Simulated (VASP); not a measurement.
# SrTiO3 (Pm-3m) in VASP: further runs

SrTiO3 is run at these levels: PBEsol; tasks: electric field gradients.

All numbers are computed with VASP 6.6.1; they aren't measurements. Logs are shortened: lines on timing, memory, paths and dates and some standing lists are left out, and cuts for length are marked.

## Step 1: The cell of the first run

The structure is cubic, space group Pm-3m (No. 221). Conventional cell: a = 3.918 Å, b = 3.918 Å, c = 3.918 Å, α = 90.00°, β = 90.00°, γ = 90.00°. Sr (site symmetry m-3m) has 12 O at 2.77 Å and 8 Ti at 3.39 Å within 3.7 Å. Ti (site symmetry m-3m) has 6 O at 1.96 Å within 2.6 Å. O (site symmetry 4/mmm) has 2 Ti at 1.96 Å within 2.6 Å.

## Step 2: Electric field gradients, PBEsol (volume scaled by 1.01)

File INCAR:

```
PREC     = Accurate       # precision mode
ENCUT    = 520            # plane-wave cutoff, eV
EDIFF    = 1E-8           # SCF threshold, eV
ISMEAR   = -1             # smearing method
SIGMA    = 0.05           # smearing width, eV
LREAL    = F              # projectors in reciprocal space
LASPH    = T              # aspherical terms in the spheres
NELM     = 60             # most SCF steps
ALGO     = Normal         # electronic algorithm
ISIF     = 2              # what is computed and relaxed
LWAVE    = F              # write WAVECAR
LCHARG   = F              # write CHGCAR
GGA      = PS             # functional
LEFG     = T            
NBANDS   = 28             # bands
```

File KPOINTS:

```
Automatic mesh
0
Gamma
  7 7 7
```

File POSCAR:

```
SrTiO3
1.0
    3.9179735172      0.0000000000      0.0000000000
    0.0000000000      3.9179735172      0.0000000000
    0.0000000000      0.0000000000      3.9179735172
Sr Ti O
1 1 3
Direct
    0.0000000000      0.0000000000      0.0000000000
    0.5000000000      0.5000000000      0.5000000000
    0.0000000000      0.5000000000      0.5000000000
    0.5000000000      0.0000000000      0.5000000000
    0.5000000000      0.5000000000      0.0000000000
```

Potentials or basis: VASP PAW PBE potentials, release 64 (Sr_sv, Ti_sv, O).

The run is started by

```bash
cat potpaw_PBE.64/Sr_sv/POTCAR potpaw_PBE.64/Ti_sv/POTCAR potpaw_PBE.64/O/POTCAR > POTCAR
mpirun -np 1 vasp_std > vasp.out
```

OUTCAR:

```text
PREC = Accurate
   ENCUT = 520
   EDIFF = 1E-8
   ISMEAR = -1
   LREAL = F
   LASPH = T
   NELM = 60
   ISIF = 2
   GGA = PS

 ion  position               nearest neighbor table
   1  0.000  0.000  0.000-   3 2.77   4 2.77   5 2.77   3 2.77   4 2.77   3 2.77   5 2.77   3 2.77
                             4 2.77   5 2.77   4 2.77   5 2.77   2 3.39   2 3.39   2 3.39   2 3.39
   2  0.500  0.500  0.500-   3 1.96   4 1.96   5 1.96   5 1.96   4 1.96   3 1.96   1 3.39   1 3.39
                             1 3.39   1 3.39   1 3.39   1 3.39   1 3.39   1 3.39
   3  0.000  0.500  0.500-   2 1.96   2 1.96   1 2.77   1 2.77   1 2.77   1 2.77
   4  0.500  0.000  0.500-   2 1.96   2 1.96   1 2.77   1 2.77   1 2.77   1 2.77
   5  0.500  0.500  0.000-   2 1.96   2 1.96   1 2.77   1 2.77   1 2.77   1 2.77

  LATTYP: Found a simple cubic cell.
 ALAT       =     3.9179735172

  Lattice vectors:

 A1 = (   3.9179735172,   0.0000000000,   0.0000000000)
 A2 = (   0.0000000000,   3.9179735172,   0.0000000000)
 A3 = (   0.0000000000,   0.0000000000,   3.9179735172)

Analysis of symmetry for initial positions (statically):
=====================================================================
 Subroutine PRICEL returns:
 Original cell was already a primitive cell.

 Routine SETGRP: Setting up the symmetry group for a
 simple cubic supercell.

 Subroutine GETGRP returns: Found 48 space group operations
 (whereof 48 operations were pure point group operations)
 out of a pool of 48 trial point group operations.

The static configuration has the point symmetry O_h .

Analysis of symmetry for dynamics (positions and initial velocities):
=====================================================================
 Subroutine PRICEL returns:
 Original cell was already a primitive cell.

 Routine SETGRP: Setting up the symmetry group for a
 simple cubic supercell.

 Subroutine GETGRP returns: Found 48 space group operations
 (whereof 48 operations were pure point group operations)
 out of a pool of 48 trial point group operations.

The dynamic configuration has the point symmetry O_h .

 Subroutine INISYM returns: Found 48 space group operations
 (whereof 48 operations are pure point group operations),
 and found     1 'primitive' translations

[... 145 lines left out ...]
 val. band max:        3.8794800055   @ k =   0.4286   0.4286   0.4286
 cond. band min:       5.7282948337   @ k =   0.0000   0.0000   0.0000
 fundamental gap:      1.8488148282
 Fermi energy:         4.8308434382

 k-point     1 :       0.0000    0.0000    0.0000
  band No.  band energies     occupation
      1     -52.2974      2.00000
      2     -28.7306      2.00000
      3     -28.6524      2.00000
      4     -28.6524      2.00000
      5     -28.6524      2.00000
      6     -13.3789      2.00000
[... 609 lines left out ...]
     27      12.0906      0.00000
     28      12.0906      0.00000

------------------------ aborting loop because EDIFF is reached ----------------------------------------

  FORCE on cell =-STRESS in cart. coord.  units (eV):
  Direction    XX          YY          ZZ          XY          YZ          ZX
  --------------------------------------------------------------------------------------
  -------------------------------------------------------------------------------------
  Total       -1.1384506     -1.1384506     -1.1384506      0.0000000      0.0000000      0.0000000
  in kB      -30.3277570    -30.3277570    -30.3277570      0.0000000      0.0000000      0.0000000
  external PRESSURE =     -30.3277570 kB  Pullay stress =       0.0000000 kB

 VOLUME and BASIS-vectors are now :
 -----------------------------------------------------------------------------
  energy-cutoff  :      520.00
  volume of cell :       60.14
      direct lattice vectors                 reciprocal lattice vectors
     3.917973517  0.000000000  0.000000000     0.255233987  0.000000000  0.000000000
     0.000000000  3.917973517  0.000000000     0.000000000  0.255233987  0.000000000
     0.000000000  0.000000000  3.917973517     0.000000000  0.000000000  0.255233987

 POSITION                                       TOTAL-FORCE (eV/Angst)
 -----------------------------------------------------------------------------------
      0.00000      0.00000      0.00000         0.000000      0.000000      0.000000
      1.95899      1.95899      1.95899         0.000000      0.000000      0.000000
      0.00000      1.95899      1.95899         0.000000      0.000000      0.000000
      1.95899      0.00000      1.95899         0.000000      0.000000      0.000000
      1.95899      1.95899      0.00000         0.000000      0.000000      0.000000
 -----------------------------------------------------------------------------------
    total drift:                                0.000000      0.000000     -0.000000

  FREE ENERGIE OF THE ION-ELECTRON SYSTEM (eV)
  ---------------------------------------------------
  free  energy   TOTEN  =       -42.0078476409 eV

  energy  without entropy=      -42.0078476394  energy(sigma->0) =      -42.00784764

 Electric field gradients (V/A^2)
---------------------------------------------------------------------
 ion       V_xx      V_yy      V_zz      V_xy      V_xz      V_yz
---------------------------------------------------------------------
   1      -0.000     0.000    -0.000    -0.000    -0.000     0.000
   2       0.000     0.000     0.000     0.000    -0.000    -0.000
   3      10.374    -5.187    -5.187    -0.000    -0.000    -0.000
   4      -5.187    10.374    -5.187     0.000     0.000     0.000
   5      -5.187    -5.187    10.374    -0.000     0.000    -0.000
---------------------------------------------------------------------

 Electric field gradients after diagonalization (V/A^2)
 (convention: |V_zz| > |V_xx| > |V_yy|)
----------------------------------------------------------------------
 ion       V_xx      V_yy      V_zz     asymmetry (V_yy - V_xx)/ V_zz
----------------------------------------------------------------------
   1       0.000    -0.000    -0.000       0.349
   2       0.000     0.000     0.000      -0.782
   3      -5.187    -5.187    10.374       0.000
   4      -5.187    -5.187    10.374       0.000
   5      -5.187    -5.187    10.374       0.000
----------------------------------------------------------------------

           NMR quadrupolar parameters

 Cq : quadrupolar parameter    Cq=e*Q*V_zz/h
 eta: asymmetry parameters     (V_yy - V_xx)/ V_zz
 Q  : nuclear electric quadrupole moment in mb (millibarn)
----------------------------------------------------------------------
 ion       Cq(MHz)       eta       Q (mb)
----------------------------------------------------------------------
   1      -0.000       0.349       1.000
   2       0.000      -0.782       1.000
   3       0.025       0.000       1.000
   4       0.025       0.000       1.000
   5       0.025       0.000       1.000
----------------------------------------------------------------------
```

OSZICAR:

```text
N       E                     dE             d eps       ncg     rms          rms(c)
DAV:   1     0.430692803164E+03    0.43069E+03   -0.21303E+04  1120   0.157E+03
DAV:   2    -0.635686978911E+01   -0.43705E+03   -0.41889E+03  1280   0.443E+02
DAV:   3    -0.497615552993E+02   -0.43405E+02   -0.43127E+02  1568   0.134E+02
DAV:   4    -0.516469989584E+02   -0.18854E+01   -0.18807E+01  1656   0.241E+01
DAV:   5    -0.516925583844E+02   -0.45559E-01   -0.45551E-01  1512   0.314E+00    0.264E+01
DAV:   6    -0.421652429056E+02    0.95273E+01   -0.49657E+01  1608   0.629E+01    0.150E+01
DAV:   7    -0.421119467663E+02    0.53296E-01   -0.72047E+00  1464   0.200E+01    0.109E+01
DAV:   8    -0.421454486399E+02   -0.33502E-01   -0.17923E+00  1316   0.142E+01    0.343E+00
DAV:   9    -0.420198027590E+02    0.12565E+00   -0.47095E-01  1372   0.682E+00    0.121E+00
DAV:  10    -0.420155445862E+02    0.42582E-02   -0.10120E-01  1376   0.210E+00    0.825E-01
DAV:  11    -0.420078475030E+02    0.76971E-02   -0.28394E-02  1684   0.166E+00    0.157E-01
DAV:  12    -0.420078776751E+02   -0.30172E-04   -0.19014E-03  1340   0.479E-01    0.125E-01
DAV:  13    -0.420078651283E+02    0.12547E-04   -0.76206E-04  1644   0.219E-01    0.659E-02
DAV:  14    -0.420078540561E+02    0.11072E-04   -0.54699E-05  1320   0.610E-02    0.294E-02
DAV:  15    -0.420078485410E+02    0.55152E-05   -0.14626E-05  1664   0.326E-02    0.167E-02
DAV:  16    -0.420078475750E+02    0.96599E-06   -0.11551E-05  1248   0.259E-02    0.188E-03
DAV:  17    -0.420078476403E+02   -0.65338E-07   -0.86536E-07  1496   0.857E-03    0.253E-03
DAV:  18    -0.420078476409E+02   -0.58299E-09   -0.86868E-08  1396   0.339E-03
   1 F= -.42007848E+02 E0= -.42007848E+02  d E =-.145681E-08
```

Run time: 1.7 min. Hardware: 1 thread of AMD EPYC 7R13 (Zen 3), shared host; peak memory 0.15 GiB.

Results:

```yaml
Free_energy: -42.0078 eV
Pressure: -3.0 GPa
Band_gap_on_the_k_mesh: 1.85 eV, indirect (least direct gap 2.15 eV)
```

Electric field gradients, principal values (V/Å²):
| atom | least | middle | greatest (by size) |
| --- | --- | --- | --- |
| 1 Sr | 0.000 | 0.000 | 0.000 |
| 2 Ti | 0.000 | 0.000 | 0.000 |
| 3 O | -5.187 | -5.187 | 10.374 |
| 4 O | -5.187 | -5.187 | 10.374 |
| 5 O | -5.187 | -5.187 | 10.374 |

Caveat: without QUAD_EFG the Cq values of the log hold for a quadrupole moment of 1 mb, not for the nuclei; the PAW data sets were made with another functional, which shifts forces and pressure a little. A k mesh can miss the band edges.

[end of part 1 of 2]
